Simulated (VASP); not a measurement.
# Sr (Fm-3m) in VASP: further runs, part 2 of 3

VASP 6.6.1.

## (4) Single point, PBEsol

This run uses another cell than the first one, of 52.23 Å³/atom, 2.420 times its volume.

Input file INCAR:

```
PREC = Accurate
ENCUT = 520
EDIFF = 1E-6
ISMEAR = -1
SIGMA = 0.08
LREAL = False
LASPH = True
NELM = 60
ALGO = Normal
ISIF = 2
LWAVE = False
LCHARG = False
GGA = PS
NBANDS = 11
```

Input file KPOINTS:

```
Automatic mesh
0
Gamma
  12 12 12
```

Input file POSCAR:

```
Sr
1.0
    0.0000000000      2.9668574272      2.9668574272
    2.9668574272      0.0000000000      2.9668574272
    2.9668574272      2.9668574272      0.0000000000
Sr
1
Direct
    0.0000000000      0.0000000000      0.0000000000
```

Potentials or basis: VASP PAW PBE potentials, release 64 (Sr_sv).

Started as:

```console
$ cat potpaw_PBE.64/Sr_sv/POTCAR > POTCAR
$ mpirun -np 1 vasp_std > vasp.out
```

OUTCAR:

```text
PREC = Accurate
   ENCUT = 520
   EDIFF = 1E-6
   ISMEAR = -1
   LREAL = False
   LASPH = True
   NELM = 60
   ISIF = 2
   GGA = PS

 ion  position               nearest neighbor table
   1  0.000  0.000  0.000-

  LATTYP: Found a face centered cubic cell.
 ALAT       =     5.9337148544

  Lattice vectors:

 A1 = (   0.0000000000,   2.9668574272,   2.9668574272)
 A2 = (   2.9668574272,   0.0000000000,   2.9668574272)
 A3 = (   2.9668574272,   2.9668574272,   0.0000000000)

Analysis of symmetry for initial positions (statically):
=====================================================================
 Subroutine PRICEL returns:
 Original cell was already a primitive cell.

 Routine SETGRP: Setting up the symmetry group for a
 face centered cubic supercell.

 Subroutine GETGRP returns: Found 48 space group operations
 (whereof 48 operations were pure point group operations)
 out of a pool of 48 trial point group operations.

The static configuration has the point symmetry O_h .

Analysis of symmetry for dynamics (positions and initial velocities):
=====================================================================
 Subroutine PRICEL returns:
 Original cell was already a primitive cell.

 Routine SETGRP: Setting up the symmetry group for a
 face centered cubic supercell.

 Subroutine GETGRP returns: Found 48 space group operations
 (whereof 48 operations were pure point group operations)
 out of a pool of 48 trial point group operations.

The dynamic configuration has the point symmetry O_h .

 Subroutine INISYM returns: Found 48 space group operations
 (whereof 48 operations are pure point group operations),
 and found     1 'primitive' translations

----------------------------------------------------------------------------------------

                                     Primitive cell

  volume of cell :      52.2300

  direct lattice vectors                    reciprocal lattice vectors
     0.000000000  2.966857427  2.966857427    -0.168528489  0.168528489  0.168528489
     2.966857427  0.000000000  2.966857427     0.168528489 -0.168528489  0.168528489
     2.966857427  2.966857427  0.000000000     0.168528489  0.168528489 -0.168528489

  length of vectors
     4.195770011  4.195770011  4.195770011     0.291899906  0.291899906  0.291899906

  position of ions in fractional coordinates (direct lattice)
     0.000000000  0.000000000  0.000000000

  ion indices of the primitive-cell ions
   primitive index   ion index
                 1           1

----------------------------------------------------------------------------------------

 KPOINTS: Automatic mesh

Automatic generation of k-mesh.
 Grid dimensions read from file:
 generate k-points for:   12   12   12

 Generating k-lattice:

  Cartesian coordinates                     Fractional coordinates (reciprocal lattice)
    -0.014044041  0.014044041  0.014044041     0.083333333  0.000000000  0.000000000
     0.014044041 -0.014044041  0.014044041     0.000000000  0.083333333  0.000000000
     0.014044041  0.014044041 -0.014044041     0.000000000  0.000000000  0.083333333

  Length of vectors
     0.024324992  0.024324992  0.024324992

  Shift w.r.t. Gamma in fractional coordinates (k-lattice)
     0.000000000  0.000000000  0.000000000

 Subroutine IBZKPT returns following result:
 ===========================================

 Found     72 irreducible k-points:

 Following reciprocal coordinates:
            Coordinates               Weight
  0.000000  0.000000  0.000000      1.000000
  0.083333  0.000000  0.000000      8.000000
  0.166667  0.000000  0.000000      8.000000
  0.250000  0.000000  0.000000      8.000000
  0.333333  0.000000  0.000000      8.000000
  0.416667  0.000000  0.000000      8.000000
[... 16 lines left out ...]
  0.500000  0.166667  0.000000     24.000000
 -0.416667  0.166667  0.000000     24.000000
 [... further k-points ...]
   k-points           NKPTS =     72   k-points in BZ     NKDIM =     72   number of bands    NBANDS=     11
   number of dos      NEDOS =    301   number of ions     NIONS =      1
   total plane-waves  NPLWV =  32768
   dimension x,y,z NGX =    32 NGY =   32 NGZ =   32
   dimension x,y,z NGXF=    64 NGYF=   64 NGZF=   64
   ions per type =               1
   NGX,Y,Z   is equivalent  to a cutoff of  12.68, 12.68, 12.68 a.u.
   NGXF,Y,Z  is equivalent  to a cutoff of  25.36, 25.36, 25.36 a.u.
 SYSTEM =  unknown system
   PREC   = accura    normal or accurate (medium, high low for compatibility)
   ISTART =      0    job   : 0-new  1-cont  2-samecut
   ICHARG =      2    charge: 1-file 2-atom 10-const
   ISPIN  =      1    spin polarized calculation?
   LNONCOLLINEAR =      F non collinear calculations
   LSORBIT =      F    spin-orbit coupling
   LASPH  =      T    aspherical Exc in radial PAW
   ENCUT  =  520.0 eV  38.22 Ry    6.18 a.u.   7.80  7.80  7.80*2*pi/ulx,y,z
   NELM   =     60;   NELMIN=  2; NELMDL= -5     # of ELM steps
   EDIFF  = 0.1E-05   stopping-criterion for ELM
   LREAL  =      F    real-space projection
   EDIFFG = 0.1E-04   stopping-criterion for IOM
   NSW    =      0    number of steps for IOM
   IBRION =     -1    ionic relax: 0-MD 1-quasi-New 2-CG
   NFREE  =      0    steps in history (QN), initial steepest desc. (CG)
   ISIF   =      2    stress and relaxation
   ISYM   =      2    0-nonsym 1-usesym 2-fastsym
   POTIM  = 0.5000    time-step for ionic-motion
   TEBEG  =    0.0;   TEEND  =   0.0 temperature during run
   PSTRESS=    0.0 pullay stress
   NELECT =      10.0000    total number of electrons
   NUPDOWN=      -1.0000    fix difference up-down
   EMIN   =  10.00;   EMAX   =-10.00  energy-range for DOS
   EFERMI =   0.00;   METHOD = LEGACY
   ISMEAR =    -1;   SIGMA  =   0.08  broadening in eV -4-tet -1-fermi 0-gaus
   EFERMI_NEDOS =   21; number of points for ismear=-14 and -15
   IALGO  =     38    algorithm
   IMIX   =      4    mixing-type and parameters
     AMIX     =   0.40;   BMIX     =  1.00
     AMIX_MAG =   1.60;   BMIX_MAG =  1.00
  volume/ion in A,a.u.               =      52.23       352.47
  Fermi-wavevector in a.u.,A,eV,Ry     =   0.943557  1.783064 12.113265  0.890300
  Thomas-Fermi vector in A             =   2.071276
   LORBIT       =      0    0 simple, 1 ext, 2 COOP (PROOUT), +10 PAW based schemes
   GGA     = PS    functional components
   LHFCALC =     F    Hartree Fock is set to
   AEXX    =    0.0000 exact exchange contribution
   IVDW    =     0    specifies the selected vdW correction
   LEPSILON=     F    determine dielectric tensor
   LRPA    =     F    only Hartree local field effects (RPA)
 non-spin polarized calculation
  energy-cutoff  :      520.00
  volume of cell :       52.23
 maximum number of plane-waves:      1424
   NGX = 15   NGY = 15   NGZ = 15

 number of electron      10.0000000 magnetization

 Free energy of the ion-electron system (eV)
  ---------------------------------------------------
  ext. energy  EPLUGINS =         0.00000000
  ---------------------------------------------------
  free energy    TOTEN  =        -1.85236902 eV

  energy without entropy =       -1.82591625  energy(sigma->0) =       -1.83914264

 E-fermi :   1.6704     XC(G=0):  -7.5931

 val. band max:        1.6660470164   @ k =  -0.3333   0.3333   0.1667
 cond. band min:       1.7011689547   @ k =  -0.4167   0.2500   0.0000
 fundamental gap:      0.0351219382
 Fermi energy:         1.6704090387

 k-point     1 :       0.0000    0.0000    0.0000
  band No.  band energies     occupation
      1     -34.7642      2.00000
      2     -16.6556      2.00000
      3     -16.6556      2.00000
      4     -16.6556      2.00000
      5      -2.0659      2.00000
      6       4.0592      0.00000
      7       4.0592      0.00000
      8       4.0592      0.00000
      9       5.6192      0.00000
     10       5.6192      0.00000
     11       8.9454      0.00000
[... 309 lines left out ...]
 k-point    24 :      -0.4167    0.1667    0.0000
  band No.  band energies     occupation
      1     -34.7444      2.00000
      2     -16.8720      2.00000
      3     -16.7311      2.00000
      4     -16.6967      2.00000
      5       0.8836      1.99989
      6       1.8067      0.30811
      7       3.2836      0.00000
      8       4.2389      0.00000
      9       6.4065      0.00000
     10       6.7095      0.00000
     11       7.4388      0.00000

 [... further k-points ...]

------------------------ aborting loop because EDIFF is reached ----------------------------------------

  FORCE on cell =-STRESS in cart. coord.  units (eV):
  Direction    XX          YY          ZZ          XY          YZ          ZX
  --------------------------------------------------------------------------------------
  -------------------------------------------------------------------------------------
  Total       -0.0047186     -0.0047186     -0.0047186     -0.0000000     -0.0000000      0.0000000
  in kB       -0.1447464     -0.1447464     -0.1447464     -0.0000000     -0.0000000      0.0000000
  external PRESSURE =      -0.1447464 kB  Pullay stress =       0.0000000 kB

 VOLUME and BASIS-vectors are now :
 -----------------------------------------------------------------------------
  energy-cutoff  :      520.00
  volume of cell :       52.23
      direct lattice vectors                 reciprocal lattice vectors
     0.000000000  2.966857427  2.966857427    -0.168528489  0.168528489  0.168528489
     2.966857427  0.000000000  2.966857427     0.168528489 -0.168528489  0.168528489
     2.966857427  2.966857427  0.000000000     0.168528489  0.168528489 -0.168528489

 POSITION                                       TOTAL-FORCE (eV/Angst)
 -----------------------------------------------------------------------------------
      0.00000      0.00000      0.00000        -0.000000     -0.000000     -0.000000
 -----------------------------------------------------------------------------------
    total drift:                                0.000000      0.000000      0.000000

  FREE ENERGIE OF THE ION-ELECTRON SYSTEM (eV)
  ---------------------------------------------------
  free  energy   TOTEN  =        -1.8523690244 eV

  energy  without entropy=       -1.8259162522  energy(sigma->0) =       -1.83914264
```

stdout:

```text
POSCAR found type information on POSCAR Sr
 POSCAR found :  1 types and       1 ions
 scaLAPACK will be used
 -----------------------------------------------------------------------------
|                                                                             |
|                                                                             |
|     You enforced a specific xc type in the INCAR file but a different       |
|     I HOPE YOU KNOW WHAT YOU ARE DOING!                                     |
|                                                                             |
 -----------------------------------------------------------------------------

 LDA part: xc-table for (Slater+PW92), standard interpolation
 POSCAR, INCAR and KPOINTS ok, starting setup
 FFT: planning ... GRIDC
 FFT: planning ... GRID_SOFT
 FFT: planning ... GRID
 WAVECAR not read
 entering main loop
```

It took 20 s on 1 thread of Intel Xeon Platinum 8488C (Sapphire Rapids), shared host; peak memory 0.19 GiB.

What came out:

```yaml
Free_energy: -1.8524 eV
Pressure: 0.0 GPa
Band_gap_on_the_k_mesh: zero (band 5 reaches 1.71 eV, above the bottom of band 6 at 1.70 eV)
```

Levels at points of the mesh, in eV from the Fermi level:
| k point | band 1 | band 2 | band 3 | band 4 | band 5 | band 6 | band 7 | band 8 | band 9 | band 10 |
| --- | --- | --- | --- | --- | --- | --- | --- | --- | --- | --- |
| (0.00, 0.00, 0.00) | -36.43 | -18.33 | -18.33 | -18.33 | -3.74 | 2.39 | 2.39 | 2.39 | 3.95 | 3.95 |
| (0.50, 0.00, 0.00) | -36.42 | -18.56 | -18.36 | -18.36 | -1.16 | 0.15 | 2.22 | 2.22 | 5.06 | 5.06 |
| (0.50, 0.50, 0.00) | -36.41 | -18.55 | -18.41 | -18.41 | -0.70 | 0.29 | 1.17 | 5.07 | 5.39 | 5.39 |

Caveat: the PAW data sets were made with another functional, which shifts forces and pressure a little.

## (5) Relaxation of cell and atoms, PBEsol, target pressure 36 GPa, at which the enthalpy is minimised

Input file INCAR:

```
PREC = Accurate
ENCUT = 600
EDIFF = 1E-7
ISMEAR = -1
SIGMA = 0.08
LREAL = F
LASPH = T
NELM = 100
ALGO = Normal
ISIF = 3
LWAVE = F
LCHARG = F
GGA = PS
IBRION = 2
NSW = 60
EDIFFG = -0.005
PSTRESS = 360.0
```

Input file KPOINTS:

```
Automatic mesh
0
Gamma
  15 15 15
```

Input file POSCAR:

```
Sr
1.0
    0.0000000000      2.2094288841      2.2094288841
    2.2094288841      0.0000000000      2.2094288841
    2.2094288841      2.2094288841      0.0000000000
Sr
1
Direct
    0.0000000000      0.0000000000      0.0000000000
```

Potentials or basis: VASP PAW PBE potentials, release 64 (Sr_sv).

Started as:

```console
$ cat potpaw_PBE.64/Sr_sv/POTCAR > POTCAR
$ mpirun -np 1 vasp_std > vasp.out
```

OUTCAR:

```text
PREC = Accurate
   ENCUT = 600
   EDIFF = 1E-7
   ISMEAR = -1
   LREAL = F
   LASPH = T
   NELM = 100
   ISIF = 3
   GGA = PS
   IBRION = 2
   NSW = 60
   EDIFFG = -0.005
   PSTRESS = 360.0

 ion  position               nearest neighbor table
   1  0.000  0.000  0.000-

  LATTYP: Found a face centered cubic cell.
 ALAT       =     4.4188577682

  Lattice vectors:

 A1 = (   0.0000000000,   2.2094288841,   2.2094288841)
 A2 = (   2.2094288841,   0.0000000000,   2.2094288841)
 A3 = (   2.2094288841,   2.2094288841,   0.0000000000)

Analysis of symmetry for initial positions (statically):
=====================================================================
 Subroutine PRICEL returns:
 Original cell was already a primitive cell.

 Routine SETGRP: Setting up the symmetry group for a
 face centered cubic supercell.

 Subroutine GETGRP returns: Found 48 space group operations
 (whereof 48 operations were pure point group operations)
 out of a pool of 48 trial point group operations.

The static configuration has the point symmetry O_h .

Analysis of symmetry for dynamics (positions and initial velocities):
=====================================================================
 Subroutine PRICEL returns:
[... 165 lines left out ...]
  in kB      367.7934683    367.7934683    367.7934683     -0.0000000      0.0000000      0.0000000
  external PRESSURE =       7.7934683 kB  Pullay stress =     360.0000000 kB
[... 61 lines left out ...]
--------------------------------------- Ionic step        3  -------------------------------------------

 number of electron      10.0000000 magnetization

 Free energy of the ion-electron system (eV)
  ---------------------------------------------------
  ext. energy  EPLUGINS =         0.00000000
  ---------------------------------------------------
  free energy    TOTEN  =         0.12341813 eV

  energy without entropy =        0.14234888  energy(sigma->0) =        0.13288351

 E-fermi :   5.7861     XC(G=0): -11.0093

 val. band max:        5.7729811010   @ k =  -0.4667   0.4000   0.1333
 cond. band min:       5.7907158125   @ k =   0.4000   0.2667   0.0000
 fundamental gap:      0.0177347115
 Fermi energy:         5.7861220564

 k-point     1 :       0.0000    0.0000    0.0000
  band No.  band energies     occupation
      1     -29.9121      2.00000
      2     -10.3458      2.00000
      3     -10.3458      2.00000
      4     -10.3458      2.00000
      5       2.2068      2.00000
      6       9.1214      0.00000
      7       9.1214      0.00000
      8       9.1214      0.00000
      9      12.9280      0.00000
[... 265 lines left out ...]
 k-point    24 :       0.2000    0.1333    0.0000
  band No.  band energies     occupation
      1     -29.7091      2.00000
      2     -11.3119      2.00000
      3     -10.6252      2.00000
      4     -10.6006      2.00000
      5       3.8472      2.00000
      6       7.3903      0.00000
      7       9.8233      0.00000
      8      10.1429      0.00000
      9      10.8319      0.00000

 [... further k-points ...]

------------------------ aborting loop because EDIFF is reached ----------------------------------------

  FORCE on cell =-STRESS in cart. coord.  units (eV):
  Direction    XX          YY          ZZ          XY          YZ          ZX
  --------------------------------------------------------------------------------------
  -------------------------------------------------------------------------------------
  Total        4.8875275      4.8875275      4.8875275     -0.0000000      0.0000000      0.0000000
  in kB      359.9934503    359.9934503    359.9934503     -0.0000000      0.0000000      0.0000000
  external PRESSURE =      -0.0065497 kB  Pullay stress =     360.0000000 kB
[... 20 lines left out ...]
  energy  without entropy=        0.1423488821  energy(sigma->0) =        0.13288351

  enthalpy is  TOTEN    =         5.0110345782 eV   P V=        4.8876164496

 reached required accuracy - stopping structural energy minimisation
```

CONTCAR:

```text
Sr
   1.00000000000000
    -0.0000000000000000    2.2156019289625104    2.2156019289625104
     2.2156019289625104   -0.0000000000000000    2.2156019289625104
     2.2156019289625104    2.2156019289625104    0.0000000000000000
  Sr
     1
Direct
     0.0000000000000000    0.0000000000000000    0.0000000000000000

  0.00000000E+00  0.00000000E+00  0.00000000E+00
```

It took 71 s on 1 thread of Intel Xeon Platinum 8488C (Sapphire Rapids), shared host; peak memory 0.18 GiB.

Results:

* Free energy: 0.1234 eV
* Relaxed volume: 21.75 Å³/atom
* Relaxed cell: a = 3.133 Å, b = 3.133 Å, c = 3.133 Å, α = 60.00°, β = 60.00°, γ = 60.00°
* Space group after relaxing (to 0.05 Å): Fm-3m (No. 225)
* Energy change on relaxing (the enthalpy is what falls): -41.2 meV/atom
* Ionic steps: 3
* Pressure after relaxing: 36.0 GPa
* Band gap on the k mesh: zero (band 5 reaches 6.40 eV, above the bottom of band 6 at 4.59 eV)

The path:
| step | energy change (eV) | largest force (eV/Å) | pressure (GPa) | volume (Å³) |
| --- | --- | --- | --- | --- |
| 1 | 0.0000 | 0.0000 | 36.78 | 21.57 |
| 2 | -0.0741 | 0.0000 | 35.38 | 21.90 |
| 3 | -0.0412 | 0.0000 | 36.00 | 21.75 |

Final structure:
```cif
data_structure
_symmetry_space_group_name_H-M 'P 1'
_symmetry_Int_Tables_number 1
_cell_length_a 3.1333
_cell_length_b 3.1333
_cell_length_c 3.1333
_cell_angle_alpha 60.000
_cell_angle_beta 60.000
_cell_angle_gamma 60.000
_cell_volume 21.75
loop_
_atom_site_label
_atom_site_type_symbol
_atom_site_fract_x
_atom_site_fract_y
_atom_site_fract_z
_atom_site_occupancy
Sr1 Sr 0.00000 0.00000 0.00000 1
```

Levels at points of the mesh, in eV from the Fermi level:
| k point | band 2 | band 3 | band 4 | band 5 | band 6 | band 7 | band 8 | band 9 |
| --- | --- | --- | --- | --- | --- | --- | --- | --- |
| (0.00, 0.00, 0.00) | -16.13 | -16.13 | -16.13 | -3.58 | 3.34 | 3.34 | 3.34 | 7.14 |

Caveat: the cell is relaxed towards a set pressure, so the enthalpy falls and the energy may rise; the PAW data sets were made with another functional, which shifts forces and pressure a little.

(Part 2 of 3 ends here.)
